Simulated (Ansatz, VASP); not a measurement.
Na in VASP and in Ansatz

File POSCAR:

```
Na
1.0
    5.3408906554      0.0000000000      0.0000000000
    0.0000000000      3.7532018393      0.0000000000
    0.0000000000      0.0000000000     17.6293631587
Na
4
Direct
    0.0000000000      0.0000000000      0.3403412787
    0.5000000000      0.4937517428      0.4467804262
    0.0000000000      0.9875034857      0.5532195738
    0.5000000000      0.4812552285      0.6596587213
```

The input INCAR.step1:

```
SYSTEM = Na
PREC = Accurate ; ENCUT = 520
ISMEAR = 0 ; SIGMA = 0.05
LREAL = .False. ; LASPH = .True.
NELM = 60 ; LDIPOL = .True.
IDIPOL = 3 ; DIPOL = 0.5 0.5 0.500
NBANDS = 22 ; GGA = PE
ALGO = Normal ; EDIFF = 1E-4
LWAVE = .True. ; LCHARG = .False.
```

Contents of INCAR.step2:

```
SYSTEM = Na
PREC = Accurate ; ENCUT = 520
EDIFF = 1E-6 ; ISMEAR = 0
SIGMA = 0.05 ; LREAL = .False.
LASPH = .True. ; NELM = 60
ALGO = Normal ; ISIF = 2
LWAVE = .False. ; LCHARG = .False.
LDIPOL = .True. ; IDIPOL = 3
DIPOL = 0.5 0.5 0.500 ; METAGGA = R2SCAN
LMIXTAU = .True. ; NBANDS = 22
ISTART = 1
```

KPOINTS

```
Automatic mesh
0
Gamma
  3 5 1
  0 0 0
```

Input for Ansatz:

```yaml
crystal:
  lattice:
    - [5.340890655386984, 0.0, 0.0]
    - [-1.2646736125155547e-17, 3.7532018393100044, 0.0]
    - [0.0, -0.0, 17.62936315872176]
  atoms:
    - { symbol: Na, position: [0.0, 0.0, 0.3403412786939854] }
    - { symbol: Na, position: [0.5000000000000001, 0.4937517428281931, 0.44678042623132846] }
    - { symbol: Na, position: [2.220446049250313e-16, 0.9875034856563862, 0.5532195737686715] }
    - { symbol: Na, position: [0.5, 0.48125522848457947, 0.6596587213060147] }
basis:
  ecutwfc: 571.4391111657479
kpoints:
  mp_grid:
    grid: [3, 5, 1]
hamiltonian:
  xc: r2scan
efield:
  axis: 3
  dipole_correction: true
scf:
  max_iter: 100
  lower_state_search: "off"
  occupations:
    method: gaussian
    width: 0.05
output:
  write_potential: true
  forces: true
```

Alike in both runs: task single point; functional r2SCAN; k mesh 3 × 5 × 1; occupations gaussian, width 0.05 eV; no spin polarisation.

|  | VASP | Ansatz |
| --- | --- | --- |
| version | VASP 6.6.1 | Ansatz 0.2.0 |
| potentials or method | VASP PAW PBE potentials, release 64 (Na_pv), cutoff 520 eV | plane waves, PAW |
| valence electrons in the cell | 28 | 36 |

|  | VASP | Ansatz | Ansatz less VASP |
| --- | --- | --- | --- |
| gap on the k mesh at the Fermi level (eV) | none | none | - |
| rms of the force components (eV/Å) | 0.037 | 0.045 | +0.0078 |

VASP's potentials were made for PBE, not for r2SCAN. Atom by atom the forces differ by 0.011 eV/Å (rms over components). A gap of «none» marks a metal or a gap that the smearing closes. VASP's potentials hold 28 valence electrons a cell and Ansatz's 36, so a difference there can come from the potentials and not from the codes. Ansatz's warnings: vacuum density over bound, xc potential rough in thin density.

The k mesh is coarse, so the values compare programs but aren't converged.
